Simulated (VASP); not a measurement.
Write the native input for VASP 6.6.1 that does the following.

```
Task                   : relaxation of cell and atoms
Functional             : PBE
Potentials or basis    : VASP PAW PBE potentials, release 64 (Ge_d)
Cutoff                 : 600 eV
k mesh                 : 19 × 19 × 19
Occupations            : fermi-dirac, width 0.05 eV
Spin                   : no spin polarisation
Dipole correction      : no
Further INCAR settings : ALGO = Normal; EDIFF = 1e-06; IBRION = 2; EDIFFG = -0.005; NSW = 60; ISIF = 3
```

The structure of Ge lies in POSCAR:

```
Ge
1.0
   -1.6809877034      1.6809877034      1.6809877034
    1.6809877034     -1.6809877034      1.6809877034
    1.6809877034      1.6809877034     -1.6809877034
Ge
1
Direct
    0.0000000000      0.0000000000      0.0000000000
```

This isn't the form of Ge at room conditions, which is diamond.

One way to write it, as run:

INCAR

```
SYSTEM = Ge
PREC = Accurate
ENCUT = 600
EDIFF = 1E-6
ISMEAR = -1
SIGMA = 0.05
LREAL = .False.
LASPH = .True.
NELM = 100
ALGO = Normal
ISIF = 3
LWAVE = .False.
LCHARG = .False.
GGA = PE
IBRION = 2
NSW = 60
EDIFFG = -0.005
```

KPOINTS

```
Automatic mesh
0
Gamma
  19 19 19
  0 0 0
```

Potentials or basis: VASP PAW PBE potentials, release 64 (Ge_d).

Command:

```bash
$ cat potpaw_PBE.64/Ge_d/POTCAR > POTCAR
$ mpirun -np 1 vasp_std > vasp.out
```

It gave:

```
Relaxed volume                        : 19.27 Å³/atom
Relaxed cell                          : a = 2.925 Å, b = 2.925 Å, c = 2.925 Å, α = 109.47°, β = 109.47°, γ = 109.47°
Space group after relaxing (to 0.1 Å) : Im-3m (No. 229)
Energy gained by relaxing             : 0.8 meV/atom
Ionic steps                           : 8
Pressure after relaxing               : 0.0 GPa
Band gap on the k mesh                : zero (bands 7 and 8 overlap by 11.81 eV)
```

It took 3.1 min on 1 thread of Intel Xeon 8259CL, on a shared host, peak memory 0.19 GiB.
